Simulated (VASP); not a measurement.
Input of a VASP 6.6.1 run:

Contents of INCAR:

```
SYSTEM = SrVO3
PREC = Accurate
ENCUT = 520
EDIFF = 1E-6
ISMEAR = -1
SIGMA = 0.05
LREAL = .FALSE.
LASPH = .TRUE.
NELM = 150
ALGO = Normal
ISIF = 2
LWAVE = .FALSE.
LCHARG = .FALSE.
ISPIN = 2
MAGMOM = 0 2 0 0 0
LORBIT = 11
LMAXMIX = 4
NBANDS = 32
```

The input KPOINTS:

```
regular mesh
0
G
  5 5 5
  0 0 0
```

POSCAR

```
SrVO3
1.0
    3.8409000000      0.0000000000      0.0000000000
    0.0000000000      3.8409000000      0.0000000000
    0.0000000000      0.0000000000      3.8409000000
Sr V O
1 1 3
Direct
    0.5000000000      0.5000000000      0.5000000000
    0.0000000000      0.0000000000      0.0000000000
    0.0000000000      0.0000000000      0.5000000000
    0.0000000000      0.5000000000      0.0000000000
    0.5000000000      0.0000000000      0.0000000000
```

Potentials or basis: VASP PAW LDA potentials, release 64 (Sr_sv, V_sv, O).

The run is started by

```console
$ cat potpaw_LDA.64/Sr_sv/POTCAR potpaw_LDA.64/V_sv/POTCAR potpaw_LDA.64/O/POTCAR > POTCAR
$ mpirun -np 1 vasp_std > vasp.out
```

(1) What does it give for the site moments?

(2) Estimate the pressure.

(3) Estimate the net moment.

## Answers

(1) Sr +0.00; V +0.40; O +0.00 μB.

(2) -8.8 GPa.

(3) 0.45 μB per cell.

Caveat: the cell stands under tension.
